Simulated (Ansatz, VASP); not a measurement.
Si3Ag: VASP beside Ansatz

```
CELL_PARAMETERS angstrom
-2.56426 2.57599 2.57153
2.58639 -2.57332 2.59064
5.13376 5.13283 0.02445
ATOMIC_POSITIONS crystal
Si 0.74864 0.24870 0.24978
Si 0.25101 0.75120 0.74971
Si 0.24884 0.74842 0.25027
Si 0.75173 0.25129 0.75029
Si 0.99444 0.99520 0.49983
Si 0.50470 0.50562 0.99977
Ag 0.00447 0.00383 0.00014
Ag 0.49619 0.49572 0.50022
```

Change from the starting cell: cell x2, atoms moved at random (sigma 0.15 Å) and cell strained at random (1.5 %), then relaxed without symmetry.

Alike in both runs: functional PBE; k mesh 6 × 6 × 4; occupations gaussian, width 0.2 eV; no spin polarisation.

Ansatz relaxed the structure, and its values are those at the end. VASP's run is a single point on that final structure, the one shown.

```csv
,VASP,Ansatz
version,VASP 6.6.1,Ansatz 0.2.0
potentials or method,"VASP PAW PBE potentials, release 64 (Si, Ag), cutoff 520 eV","scalar-relativistic, plane waves, PAW"
valence electrons in the cell,46,62
```

|  | VASP | Ansatz | Ansatz less VASP |
| --- | --- | --- | --- |
| gap on the k mesh at the Fermi level (eV) | none | none | - |
| pressure (GPa) | -0.1 | 0.0 | +0.05 |
| rms of the force components (eV/Å) | 0.004 | 0.004 | 0.0000 |

A gap of «none» marks a metal or a gap that the smearing closes. VASP's potentials hold 46 valence electrons a cell and Ansatz's 62, so a difference there can come from the potentials and not from the codes.
